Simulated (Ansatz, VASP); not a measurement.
ZnS: VASP beside Ansatz

```
Zn S
1.0
     3.81100    0.00000    0.00000
    -1.90550    3.30042    0.00000
     0.00000    0.00000    6.23400
Zn S
2 2
Cartesian
  0.0000 2.2003 0.0000
  1.9055 1.1001 3.1170
  0.0000 2.2003 2.4751
  1.9055 1.1001 5.5171
```

Alike in both runs: task single point; functional r2SCAN; k mesh 6 × 6 × 4; occupations gaussian, width 0.05 eV; no spin polarisation.

|  | VASP | Ansatz |
| --- | --- | --- |
| version | VASP 6.6.1 | Ansatz 0.2.0 |
| potentials or method | VASP PAW PBE potentials, release 64 (Zn, S), cutoff 520 eV | scalar-relativistic, plane waves, PAW |
| valence electrons in the cell | 36 | 36 |

VASP gave:

| Property | Result |
| --- | --- |
| gap on the k mesh at the Fermi level (eV) | 2.81 |
| least direct gap on the mesh (eV) | 2.81 |
| pressure (GPa) | 0.4 |
| traceless stress, the component that is largest in VASP (GPa) | -1.94 |
| rms of the force components (eV/Å) | 0.308 |

Task: Which values does Ansatz return?

Result: gap on the k mesh at the Fermi level (eV): 2.80; least direct gap on the mesh (eV): 2.80; pressure (GPa): 0.4; traceless stress, the component that is largest in VASP (GPa): -1.93; rms of the force components (eV/Å): 0.306.

VASP's potentials were made for PBE, not for r2SCAN. Atom by atom the forces differ by 0.002 eV/Å (rms over components). The functional is the same, so the differences come from potentials, cutoffs and numerics.
